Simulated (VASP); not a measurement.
A run of VASP 6.6.1 is set up as follows.

The input POSCAR:

```
P
1.0
    4.2791653088      0.0000000000      0.0000000000
   -2.1395826544      3.7058658645      0.0000000000
    0.0000000000      0.0000000000      7.0606227596
P
4
Direct
    0.3333333333      0.6666666667      0.4375000000
    0.6666666667      0.3333333333      0.9375000000
    0.6666666667      0.3333333333      0.5625000000
    0.3333333333      0.6666666667      0.0625000000
```

The input INCAR.step1:

```
ALGO = Normal
EDIFF = 1E-4
ENCUT = 520
GGA = PE
ISMEAR = 0
LASPH = True
LCHARG = False
LREAL = False
LWAVE = True
NBANDS = 18
NELM = 80
PREC = Accurate
SIGMA = 0.1
```

Contents of INCAR.step2:

```
ALGO = Normal
EDIFF = 1E-6
ENCUT = 520
ISIF = 2
ISMEAR = 0
ISTART = 1
LASPH = True
LCHARG = False
LMIXTAU = True
LREAL = False
LWAVE = False
METAGGA = R2SCAN
NBANDS = 18
NELM = 80
PREC = Accurate
SIGMA = 0.1
```

Contents of KPOINTS:

```
k-points
0
Gamma
  6 6 4
```

Potentials or basis: VASP PAW PBE potentials, release 64 (P).

Launch:

```console
$ cat potpaw_PBE.64/P/POTCAR > POTCAR
$ cp INCAR.step1 INCAR
$ mpirun -np 1 vasp_std > vasp.out
$ cp INCAR.step2 INCAR
$ mpirun -np 1 vasp_std > vasp.out
```

(1) Predict the pressure.

(2) Estimate the band gap on the k mesh.

(3) What does it give for the largest force?

Results:

(1) -9.6 GPa.

(2) zero (bands 10 and 11 overlap by 0.24 eV).

(3) 0.181 eV/Å.

Caveat: the cell stands under tension; the PAW data sets were made with another functional, which shifts forces and pressure a little.
